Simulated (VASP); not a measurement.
Set up this calculation in VASP 6.6.1, as the native input.

```yaml
Task: relaxation of cell and atoms
Functional: r2SCAN
Potentials_or_basis: VASP PAW PBE potentials, release 64 (Si, C)
Cutoff: 600 eV
k_mesh: 12 × 12 × 6
Occupations: fermi-dirac, width 0.02 eV
Spin: no spin polarisation
Dipole_correction: no
Further_INCAR_settings: ALGO = Normal; EDIFF = 1e-07; IBRION = 2; EDIFFG = -0.01; NSW = 80; ISIF = 3
```

SiC:

```
Si C
1.0
     3.07600    0.00000    0.00000
    -1.53800    2.66389    0.00000
     0.00000    0.00000    5.04800
Si C
2 2
Direct
  0.33333 0.66667 0.00000
  0.66667 0.33333 0.50000
  0.33333 0.66667 0.38500
  0.66667 0.33333 0.88500
```

One way to write it, as run:

POSCAR

```
SiC
1.0
    3.0760000000      0.0000000000      0.0000000000
   -1.5380000000      2.6638941400      0.0000000000
    0.0000000000      0.0000000000      5.0480000000
Si C
2 2
Direct
    0.3333333300      0.6666666700      0.0000000000
    0.6666666700      0.3333333300      0.5000000000
    0.3333333300      0.6666666700      0.3850000000
    0.6666666700      0.3333333300      0.8850000000
```

INCAR.step1

```
SYSTEM = SiC
ALGO = Normal
EDIFF = 1E-4
ENCUT = 600
GGA = PE
ISMEAR = -1
LASPH = .True.
LCHARG = .False.
LREAL = .False.
LWAVE = .True.
NELM = 60
PREC = Accurate
SIGMA = 0.02
```

INCAR.step2

```
SYSTEM = SiC
ALGO = Normal
EDIFF = 1E-7
EDIFFG = -0.01
ENCUT = 600
IBRION = 2
ISIF = 3
ISMEAR = -1
ISTART = 1
LASPH = .True.
LCHARG = .False.
LMIXTAU = .True.
LREAL = .False.
LWAVE = .False.
METAGGA = R2SCAN
NELM = 60
NSW = 80
PREC = Accurate
SIGMA = 0.02
```

KPOINTS

```
k-points
0
Gamma
  12 12 6
  0 0 0
```

Potentials or basis: VASP PAW PBE potentials, release 64 (Si, C).

Run with:

```sh
$ cat potpaw_PBE.64/Si/POTCAR potpaw_PBE.64/C/POTCAR > POTCAR
$ cp INCAR.step1 INCAR
$ mpirun -np 1 vasp_std > vasp.out
$ cp INCAR.step2 INCAR
$ mpirun -np 1 vasp_std > vasp.out
```

It gave:

The relaxed volume is 10.32 Å³/atom and the relaxed cell is a = 3.074 Å, b = 3.074 Å, c = 5.046 Å, α = 90.00°, β = 90.00°, γ = 120.00°. The space group after relaxing (to 0.1 Å) is P6_3mc (No. 186), the energy gained by relaxing is 9.3 meV/atom and the ionic steps are 7. The pressure after relaxing is 0.0 GPa. The band gap on the k mesh is 2.66 eV (least direct gap 4.49 eV).

Caveat: the PAW data sets were made with another functional, which shifts forces and pressure a little.

Wall time 8.8 min on 1 thread of Intel(R) Xeon(R) Platinum 8488C (Sapphire Rapids) (shared host), peak memory 0.19 GiB.
